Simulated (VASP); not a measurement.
# BiIr (F-43m) in VASP: further runs

Runs on BiIr. Level: PBE. Tasks: single point.

Everything below comes from runs of VASP 6.6.1. Logs are shortened: lines on timing, memory, paths and dates and some standing lists are left out, and cuts for length are marked.

## 1. The cell of the first run

It takes space group F-43m (No. 216, cubic). The conventional cell has a = 6.003 Å, b = 6.003 Å, c = 6.003 Å, α = 90.00°, β = 90.00°, γ = 90.00°. Ir (site symmetry -43m) has 4 Bi at 2.60 Å within 3.4 Å. Within 3.4 Å of Bi (site symmetry -43m) lie 4 Ir at 2.60 Å.

## 2. Single point, PBE

The input, INCAR:

```
ALGO     = Normal         # electronic algorithm
EDIFF    = 1E-6           # SCF threshold, eV
ENCUT    = 500            # plane-wave cutoff, eV
GGA      = PE             # functional
GGA_COMPAT= False        
ISIF     = 2              # what is computed and relaxed
ISMEAR   = 0              # smearing method
LASPH    = True           # aspherical terms in the spheres
LCHARG   = False          # write CHGCAR
LREAL    = False          # projectors in reciprocal space
LWAVE    = False          # write WAVECAR
NBANDS   = 19             # bands
NELM     = 120            # most SCF steps
PREC     = Accurate       # precision mode
SIGMA    = 0.05           # smearing width, eV
```

The input, KPOINTS:

```
k-points
0
Gamma
  10 10 10
```

The input, POSCAR:

```
BiIr
1.0
    0.0000000000      3.0016607102      3.0016607102
    3.0016607102      0.0000000000      3.0016607102
    3.0016607102      3.0016607102      0.0000000000
Ir Bi
1 1
Direct
    0.0000000000      0.0000000000      0.0000000000
    0.2500000000      0.2500000000      0.2500000000
```

Potentials or basis: VASP PAW PBE potentials, release 64 (Ir, Bi_d).

Run with:

```bash
> cat potpaw_PBE.64/Ir/POTCAR potpaw_PBE.64/Bi_d/POTCAR > POTCAR
> mpirun -np 1 vasp_std > vasp.out
```

OUTCAR:

```text
EDIFF = 1E-6
   ENCUT = 500
   GGA = PE
   ISIF = 2
   ISMEAR = 0
   LASPH = True
   LREAL = False
   NELM = 120
   PREC = Accurate

 ion  position               nearest neighbor table
   1  0.000  0.000  0.000-   2 2.60   2 2.60   2 2.60   2 2.60
   2  0.250  0.250  0.250-   1 2.60   1 2.60   1 2.60   1 2.60

  LATTYP: Found a face centered cubic cell.
 ALAT       =     6.0033214204

  Lattice vectors:

 A1 = (   0.0000000000,   3.0016607102,   3.0016607102)
 A2 = (   3.0016607102,   0.0000000000,   3.0016607102)
 A3 = (   3.0016607102,   3.0016607102,   0.0000000000)

Analysis of symmetry for initial positions (statically):
=====================================================================
 Subroutine PRICEL returns:
 Original cell was already a primitive cell.

 Routine SETGRP: Setting up the symmetry group for a
 face centered cubic supercell.

 Subroutine GETGRP returns: Found 24 space group operations
 (whereof 24 operations were pure point group operations)
 out of a pool of 48 trial point group operations.

The static configuration has the point symmetry T_d .

Analysis of symmetry for dynamics (positions and initial velocities):
=====================================================================
 Subroutine PRICEL returns:
 Original cell was already a primitive cell.

 Routine SETGRP: Setting up the symmetry group for a
 face centered cubic supercell.

 Subroutine GETGRP returns: Found 24 space group operations
 (whereof 24 operations were pure point group operations)
 out of a pool of 48 trial point group operations.

The dynamic configuration has the point symmetry T_d .

 Subroutine INISYM returns: Found 24 space group operations
 (whereof 24 operations are pure point group operations),
 and found     1 'primitive' translations

----------------------------------------------------------------------------------------

                                     Primitive cell

  volume of cell :      54.0897

  direct lattice vectors                    reciprocal lattice vectors
     0.000000000  3.001660710  3.001660710    -0.166574456  0.166574456  0.166574456
     3.001660710  0.000000000  3.001660710     0.166574456 -0.166574456  0.166574456
     3.001660710  3.001660710  0.000000000     0.166574456  0.166574456 -0.166574456

  length of vectors
     4.244989286  4.244989286  4.244989286     0.288515421  0.288515421  0.288515421

  position of ions in fractional coordinates (direct lattice)
     0.000000000  0.000000000  0.000000000
     0.250000000  0.250000000  0.250000000

  ion indices of the primitive-cell ions
   primitive index   ion index
                 1           1
                 2           2

----------------------------------------------------------------------------------------

 KPOINTS: k-points

Automatic generation of k-mesh.
 Grid dimensions read from file:
 generate k-points for:   10   10   10

 Generating k-lattice:

  Cartesian coordinates                     Fractional coordinates (reciprocal lattice)
    -0.016657446  0.016657446  0.016657446     0.100000000  0.000000000  0.000000000
     0.016657446 -0.016657446  0.016657446     0.000000000  0.100000000  0.000000000
     0.016657446  0.016657446 -0.016657446     0.000000000  0.000000000  0.100000000

  Length of vectors
     0.028851542  0.028851542  0.028851542

  Shift w.r.t. Gamma in fractional coordinates (k-lattice)
     0.000000000  0.000000000  0.000000000

 Subroutine IBZKPT returns following result:
 ===========================================

 Found     47 irreducible k-points:

 Following reciprocal coordinates:
            Coordinates               Weight
  0.000000  0.000000  0.000000      1.000000
  0.100000  0.000000  0.000000      8.000000
  0.200000  0.000000  0.000000      8.000000
  0.300000  0.000000  0.000000      8.000000
  0.400000  0.000000  0.000000      8.000000
  0.500000  0.000000  0.000000      4.000000
[... 16 lines left out ...]
  0.300000  0.300000  0.000000      6.000000
  0.400000  0.300000  0.000000     24.000000
 [... further k-points ...]
   k-points           NKPTS =     47   k-points in BZ     NKDIM =     47   number of bands    NBANDS=     19
   number of dos      NEDOS =    301   number of ions     NIONS =      2
   total plane-waves  NPLWV =  32768
   dimension x,y,z NGX =    32 NGY =   32 NGZ =   32
   dimension x,y,z NGXF=    64 NGYF=   64 NGZF=   64
   ions per type =               1   1
   NGX,Y,Z   is equivalent  to a cutoff of  12.53, 12.53, 12.53 a.u.
   NGXF,Y,Z  is equivalent  to a cutoff of  25.06, 25.06, 25.06 a.u.
 SYSTEM =  unknown system
   PREC   = accura    normal or accurate (medium, high low for compatibility)
   ISTART =      0    job   : 0-new  1-cont  2-samecut
   ICHARG =      2    charge: 1-file 2-atom 10-const
   ISPIN  =      1    spin polarized calculation?
   LNONCOLLINEAR =      F non collinear calculations
   LSORBIT =      F    spin-orbit coupling
   LASPH  =      T    aspherical Exc in radial PAW
   ENCUT  =  500.0 eV  36.75 Ry    6.06 a.u.   7.74  7.74  7.74*2*pi/ulx,y,z
   NELM   =    120;   NELMIN=  2; NELMDL= -5     # of ELM steps
   EDIFF  = 0.1E-05   stopping-criterion for ELM
   LREAL  =      F    real-space projection
   EDIFFG = 0.1E-04   stopping-criterion for IOM
   NSW    =      0    number of steps for IOM
   IBRION =     -1    ionic relax: 0-MD 1-quasi-New 2-CG
   NFREE  =      0    steps in history (QN), initial steepest desc. (CG)
   ISIF   =      2    stress and relaxation
   ISYM   =      2    0-nonsym 1-usesym 2-fastsym
   POTIM  = 0.5000    time-step for ionic-motion
   TEBEG  =    0.0;   TEEND  =   0.0 temperature during run
   PSTRESS=    0.0 pullay stress
   NELECT =      24.0000    total number of electrons
   NUPDOWN=      -1.0000    fix difference up-down
   EMIN   =  10.00;   EMAX   =-10.00  energy-range for DOS
   EFERMI =   0.00;   METHOD = LEGACY
   ISMEAR =     0;   SIGMA  =   0.05  broadening in eV -4-tet -1-fermi 0-gaus
   EFERMI_NEDOS =   21; number of points for ismear=-14 and -15
   IALGO  =     38    algorithm
   IMIX   =      4    mixing-type and parameters
     AMIX     =   0.40;   BMIX     =  1.00
     AMIX_MAG =   1.60;   BMIX_MAG =  1.00
  volume/ion in A,a.u.               =      27.04       182.51
  Fermi-wavevector in a.u.,A,eV,Ry     =   1.248649  2.359604 21.213168  1.559124
  Thomas-Fermi vector in A             =   2.382726
   LORBIT       =      0    0 simple, 1 ext, 2 COOP (PROOUT), +10 PAW based schemes
   GGA     = PE    functional components
   LHFCALC =     F    Hartree Fock is set to
   AEXX    =    0.0000 exact exchange contribution
   IVDW    =     0    specifies the selected vdW correction
   LEPSILON=     F    determine dielectric tensor
   LRPA    =     F    only Hartree local field effects (RPA)
 non-spin polarized calculation
 Gauss-broadening in eV      SIGMA  =   0.05
  energy-cutoff  :      500.00
  volume of cell :       54.09
 maximum number of plane-waves:      1390
   NGX = 15   NGY = 15   NGZ = 15

 number of electron      24.0000003 magnetization

 Free energy of the ion-electron system (eV)
  ---------------------------------------------------
  ext. energy  EPLUGINS =         0.00000000
  ---------------------------------------------------
  free energy    TOTEN  =       -11.36695726 eV

  energy without entropy =      -11.36519341  energy(sigma->0) =      -11.36607534

 E-fermi :   5.9421     XC(G=0): -10.2410

 val. band max:        5.9139652717   @ k =   0.5000   0.5000   0.0000
 cond. band min:       5.9446940531   @ k =   0.3000   0.0000   0.0000
 fundamental gap:      0.0307287814
 Fermi energy:         5.9420794096

 k-point     1 :       0.0000    0.0000    0.0000
  band No.  band energies     occupation
      1     -16.7293      2.00000
      2     -16.7293      2.00000
      3     -16.7293      2.00000
      4     -16.6766      2.00000
      5     -16.6766      2.00000
      6      -6.3762      2.00000
[... 11 lines left out ...]
     18      12.8637      0.00000
     19      14.2843      0.00000

 k-point     2 :       0.1000    0.0000    0.0000
  band No.  band energies     occupation
      1     -16.7310      2.00000
      2     -16.7292      2.00000
      3     -16.7292      2.00000
      4     -16.6758      2.00000
      5     -16.6758      2.00000
      6      -6.2902      2.00000
[... 11 lines left out ...]
     18      13.2166      0.00000
     19      15.2126      0.00000

 k-point     3 :       0.2000    0.0000    0.0000
  band No.  band energies     occupation
      1     -16.7355      2.00000
      2     -16.7289      2.00000
      3     -16.7289      2.00000
      4     -16.6738      2.00000
      5     -16.6738      2.00000
      6      -6.0521      2.00000
[... 11 lines left out ...]
     18      13.7959      0.00000
     19      15.2696      0.00000

 k-point     4 :       0.3000    0.0000    0.0000
  band No.  band energies     occupation
      1     -16.7412      2.00000
      2     -16.7281      2.00000
      3     -16.7281      2.00000
      4     -16.6718      2.00000
      5     -16.6718      2.00000
      6      -5.7271      2.00000
[... 11 lines left out ...]
     18      14.1819      0.00000
     19      15.4500      0.00000

 k-point     5 :       0.4000    0.0000    0.0000
  band No.  band energies     occupation
      1     -16.7459      2.00000
      2     -16.7272      2.00000
      3     -16.7272      2.00000
      4     -16.6704      2.00000
      5     -16.6704      2.00000
      6      -5.4324      2.00000
[... 11 lines left out ...]
     18      14.3318      0.00000
     19      16.8052      0.00000
[... 334 lines left out ...]
      2     -16.7326      2.00000
      3     -16.7279      2.00000
      4     -16.6701      2.00000
      5     -16.6688      2.00000
      6      -5.3333      2.00000
[... 11 lines left out ...]
     18      15.2824      0.00000
     19      17.1101      0.00000

 k-point    22 :      -0.2000    0.2000    0.0000
  band No.  band energies     occupation
      1     -16.7402      2.00000
      2     -16.7298      2.00000
      3     -16.7292      2.00000
      4     -16.6713      2.00000
      5     -16.6705      2.00000
      6      -5.6140      2.00000
[... 11 lines left out ...]
     18      14.3772      0.00000
     19      16.4462      0.00000

 k-point    23 :       0.3000    0.3000    0.0000
  band No.  band energies     occupation
      1     -16.7516      2.00000
      2     -16.7240      2.00000
      3     -16.7240      2.00000
      4     -16.6778      2.00000
      5     -16.6636      2.00000
      6      -5.4987      2.00000
[... 11 lines left out ...]
     18      16.5545      0.00000
     19      16.5545      0.00000

 k-point    24 :       0.4000    0.3000    0.0000
  band No.  band energies     occupation
      1     -16.7543      2.00000
      2     -16.7247      2.00000
      3     -16.7231      2.00000
      4     -16.6776      2.00000
      5     -16.6614      2.00000
      6      -5.2597      2.00000
[... 11 lines left out ...]
     18      16.9943      0.00000
     19      18.2079      0.00000

 [... further k-points ...]
[... 5 lines left out ...]
  --------------------------------------------------------------------------------------
  -------------------------------------------------------------------------------------
  Total        2.2364413      2.2364413      2.2364413      0.0000000      0.0000000      0.0000000
  in kB       66.2450270     66.2450270     66.2450270      0.0000000      0.0000000      0.0000000
  external PRESSURE =      66.2450270 kB  Pullay stress =       0.0000000 kB

 VOLUME and BASIS-vectors are now :
 -----------------------------------------------------------------------------
  energy-cutoff  :      500.00
  volume of cell :       54.09
      direct lattice vectors                 reciprocal lattice vectors
     0.000000000  3.001660710  3.001660710    -0.166574456  0.166574456  0.166574456
     3.001660710  0.000000000  3.001660710     0.166574456 -0.166574456  0.166574456
     3.001660710  3.001660710  0.000000000     0.166574456  0.166574456 -0.166574456

 POSITION                                       TOTAL-FORCE (eV/Angst)
 -----------------------------------------------------------------------------------
      0.00000      0.00000      0.00000         0.000000      0.000000      0.000000
      1.50083      1.50083      1.50083        -0.000000     -0.000000     -0.000000
 -----------------------------------------------------------------------------------
    total drift:                                0.000000      0.000000      0.000000

  FREE ENERGIE OF THE ION-ELECTRON SYSTEM (eV)
  ---------------------------------------------------
  free  energy   TOTEN  =       -11.3669572593 eV

  energy  without entropy=      -11.3651934111  energy(sigma->0) =      -11.36607534
```

Wall time 19 s (1 thread of AMD EPYC 9R45 (Zen 5), shared host); peak memory 0.17 GiB.

What came out:

```yaml
Free_energy: -11.3670 eV
Pressure: 6.6 GPa
Band_gap_on_the_k_mesh: zero (band 12 reaches 8.54 eV, above the bottom of band 13 at 5.32 eV)
```

Levels at points of the mesh, in eV from the Fermi level:
```csv
k point,band 8,band 9,band 10,band 11,band 12,band 13,band 14,band 15,band 16,band 17
"(0.00, 0.00, 0.00)",-3.64,-3.64,-1.69,-1.69,2.60,5.23,5.23,5.23,6.92,6.92
"(0.50, 0.00, 0.00)",-3.33,-3.33,-1.61,-1.61,-1.44,2.67,2.67,3.97,8.15,8.42
"(0.50, 0.50, 0.00)",-2.44,-2.44,-1.84,-1.60,-1.36,-0.03,-0.03,5.12,5.48,12.97
```

Caveat: spin-orbit coupling is left out, which moves the levels of the heavy elements.

## 3. Single point, PBE (volume scaled by 0.945)

The input, INCAR:

```
SYSTEM = BiIr
ALGO     = Normal         ! electronic algorithm
EDIFF    = 1E-6           ! SCF threshold, eV
ENCUT    = 500            ! plane-wave cutoff, eV
GGA      = PE             ! functional
GGA_COMPAT= .FALSE.      
ISIF     = 2              ! what is computed and relaxed
ISMEAR   = 0              ! smearing method
LASPH    = .TRUE.         ! aspherical terms in the spheres
LCHARG   = .TRUE.         ! write CHGCAR
LELF     = .TRUE.         ! ELF
LREAL    = .FALSE.        ! projectors in reciprocal space
LVHAR    = .TRUE.       
LWAVE    = .FALSE.        ! write WAVECAR
NBANDS   = 19             ! bands
NELM     = 120            ! most SCF steps
PREC     = Accurate       ! precision mode
SIGMA    = 0.05           ! smearing width, eV
```

The input, KPOINTS:

```
k-points
0
G
  10 10 10
  0 0 0
```

The input, POSCAR:

```
BiIr
1.0
    0.0000000000      3.0101761746      3.0101761746
    3.0101761746      0.0000000000      3.0101761746
    3.0101761746      3.0101761746      0.0000000000
Ir Bi
1 1
Direct
    0.0000000000      0.0000000000      0.0000000000
    0.2500000000      0.2500000000      0.2500000000
```

Potentials or basis: VASP PAW PBE potentials, release 64 (Ir, Bi_d).

Run with:

```bash
> cat potpaw_PBE.64/Ir/POTCAR potpaw_PBE.64/Bi_d/POTCAR > POTCAR
> mpirun -np 1 vasp_std > vasp.out
```

Run time: 20 s. Hardware: 1 thread of AMD EPYC 9R45 (Zen 5), shared host; peak memory 0.17 GiB.

It converged, with:

```yaml
Free_energy: -11.3848 eV
Pressure: 5.7 GPa
Band_gap_on_the_k_mesh: zero (band 12 reaches 8.40 eV, above the bottom of band 13 at 5.24 eV)
```

Levels at points of the mesh, in eV from the Fermi level:
```
           k point  band 8  band 9  band 10  band 11  band 12  band 13  band 14  band 15  band 16  band 17
(0.00, 0.00, 0.00)   -3.60   -3.60    -1.66    -1.66     2.55     5.18     5.18     5.18     6.89     6.89
(0.50, 0.00, 0.00)   -3.30   -3.30    -1.59    -1.59    -1.42     2.65     2.65     3.93     8.14     8.38
(0.50, 0.50, 0.00)   -2.42   -2.42    -1.81    -1.58    -1.34    -0.02    -0.02     5.09     5.45    12.87
```

Caveat: spin-orbit coupling is left out, which moves the levels of the heavy elements.

(Part 1 of 2 ends here.)
